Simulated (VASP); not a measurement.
## AlSn: single point with r2SCAN

The system is AlSn.

```xyz
2
Lattice="4.0532 0.0000 0.0000 -2.0266 3.5102 0.0000 0.0000 0.0000 3.1927" Properties=species:S:1:pos:R:3 pbc="T T T"
Al    0.0000    0.0000    0.0000
Sn    0.0000    2.3401    1.5964
```

```
Program                : VASP 6.6.1
Task                   : single point
Functional             : r2SCAN
Potentials or basis    : VASP PAW PBE potentials, release 64 (Al, Sn_d)
Cutoff                 : 520 eV
k mesh                 : 8 × 8 × 9
Occupations            : methfessel-paxton, width 0.1 eV
Spin                   : no spin polarisation
Dipole correction      : no
Further INCAR settings : ALGO = Normal; EDIFF = 1e-06; NBANDS = 16
```

```
Pressure : 5.0 GPa
```

Stress tensor (GPa, compression positive):
```
6.41 0.00 0.00
0.00 6.41 0.00
0.00 0.00 2.20
```

Levels at points of the mesh, in eV from the Fermi level:
```csv
k point,band 6,band 7,band 8,band 9,band 10,band 11
"(0.00, 0.00, 0.00)",-11.78,-0.37,-0.37,1.65,3.02,3.34
"(0.50, 0.00, 0.00)",-9.58,-7.21,-2.27,0.81,5.15,7.51
```

Wall time 84 s on 1 thread of Intel Xeon 6975P-C, on a shared host, peak memory 0.18 GiB.

Caveat: the PAW data sets were made with another functional, which shifts forces and pressure a little; spin-orbit coupling is left out, which moves the levels of the heavy elements.
